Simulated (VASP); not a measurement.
Input of a VASP 6.6.1 run:

File INCAR:

```
PREC     = Accurate       # precision mode
ENCUT    = 600            # plane-wave cutoff, eV
EDIFF    = 1E-6           # SCF threshold, eV
ISMEAR   = -1             # smearing method
SIGMA    = 0.05           # smearing width, eV
LREAL    = False          # projectors in reciprocal space
LASPH    = True           # aspherical terms in the spheres
NELM     = 150            # most SCF steps
ALGO     = Normal         # electronic algorithm
ISIF     = 3              # what is computed and relaxed
LWAVE    = False          # write WAVECAR
LCHARG   = False          # write CHGCAR
ISPIN    = 2              # spin polarisation
MAGMOM   = 2 0            # initial moments
LORBIT   = 11             # projections on sites
LMAXMIX  = 4              # l up to which the mixer works
GGA      = PS             # functional
IVDW     = 12             # dispersion correction
IBRION   = 2              # ionic algorithm
NSW      = 60             # ionic steps
EDIFFG   = -0.01          # ionic threshold
```

File KPOINTS:

```
regular mesh
0
Gamma
  11 11 11
```

POSCAR

```
CoO
1.0
    0.0000000000      2.1315000000      2.1315000000
    2.1315000000      0.0000000000      2.1315000000
    2.1315000000      2.1315000000      0.0000000000
Co O
1 1
Direct
    0.0000000000      0.0000000000      0.0000000000
    0.5000000000      0.5000000000      0.5000000000
```

Potentials or basis: VASP PAW PBE potentials, release 64 (Co, O).

Launch:

```bash
$ cat potpaw_PBE.64/Co/POTCAR potpaw_PBE.64/O/POTCAR > POTCAR
$ mpirun -np 1 vasp_std > vasp.out
```

(1) What does it give for the relaxed volume?

(2) Predict the net moment.

(3) Predict the site moments.

(4) Predict the space group after relaxing (to 0.05 Å).

Results:

(1) 8.76 Å³/atom.

(2) 2.47 μB per cell.

(3) Co +2.21; O +0.21 μB.

(4) Fm-3m (No. 225).

Caveat: the PAW data sets were made with another functional, which shifts forces and pressure a little; a cell with one magnetic atom can't hold antiferromagnetic order, which such compounds often take; pairwise dispersion overbinds metals, which lowers pressure and volume.
